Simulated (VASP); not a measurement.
Here is a VASP 6.6.1 calculation.

Contents of INCAR:

```
PREC = Accurate
ENCUT = 520
EDIFF = 1E-6
ISMEAR = 0
SIGMA = 0.1
LREAL = False
LASPH = True
NELM = 80
ALGO = Normal
ISIF = 2
LWAVE = False
LCHARG = False
GGA = PS
NBANDS = 10
```

The input KPOINTS:

```
regular mesh
0
Gamma
  18 18 18
```

The input POSCAR:

```
Ir
1.0
    0.0000000000      1.9151529680      1.9151529680
    1.9151529680      0.0000000000      1.9151529680
    1.9151529680      1.9151529680      0.0000000000
Ir
1
Direct
    0.0000000000      0.0000000000      0.0000000000
```

Potentials or basis: VASP PAW PBE potentials, release 64 (Ir).

The run is started by

```console
$ cat potpaw_PBE.64/Ir/POTCAR > POTCAR
$ mpirun -np 1 vasp_std > vasp.out
```

What does it give for the pressure?

1.0 GPa.

Caveat: the PAW data sets were made with another functional, which shifts forces and pressure a little.
